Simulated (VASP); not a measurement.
Here is a VASP 6.6.1 calculation.

File POSCAR:

```
PtS2
1.0
    3.5405625990      0.0000000000      0.0000000000
   -1.7702812995      3.0662171544      0.0000000000
    0.0000000000      0.0000000000      5.1675966037
Pt S
1 2
Direct
    0.0000000000      0.0000000000      0.0000000000
    0.3333333333      0.6666666667      0.2385067402
    0.6666666667      0.3333333333      0.7614932598
```

The input INCAR.step1:

```
PREC = Accurate ; ENCUT = 520
ISMEAR = 0 ; SIGMA = 0.01
LREAL = False ; LASPH = True
NELM = 60 ; NBANDS = 18
GGA = PE ; ALGO = Normal
EDIFF = 1E-4 ; LWAVE = True
LCHARG = False
```

INCAR.step2

```
PREC = Accurate ; ENCUT = 520
EDIFF = 1E-7 ; ISMEAR = 0
SIGMA = 0.01 ; LREAL = False
LASPH = True ; NELM = 60
ALGO = Normal ; ISIF = 2
LWAVE = False ; LCHARG = False
METAGGA = R2SCAN ; LMIXTAU = True
NBANDS = 18 ; ISTART = 1
```

KPOINTS

```
regular mesh
0
Gamma
  12 12 6
```

Potentials or basis: VASP PAW PBE potentials, release 64 (Pt, S).

Launch:

```console
$ cat potpaw_PBE.64/Pt/POTCAR potpaw_PBE.64/S/POTCAR > POTCAR
$ cp INCAR.step1 INCAR
$ mpirun -np 1 vasp_std > vasp.out
$ cp INCAR.step2 INCAR
$ mpirun -np 1 vasp_std > vasp.out
```

(1) Predict the band gap on the k mesh.

(2) Estimate the largest force.

(3) What does it give for the pressure?

Results:

(1) 0.90 eV, indirect (least direct gap 1.16 eV).

(2) 0.048 eV/Å.

(3) 1.7 GPa.

Caveat: the cell differs from its parent crystal (epitaxial xy strain -0.3%); the PAW data sets were made with another functional, which shifts forces and pressure a little; spin-orbit coupling is left out, which moves the levels of the heavy elements.
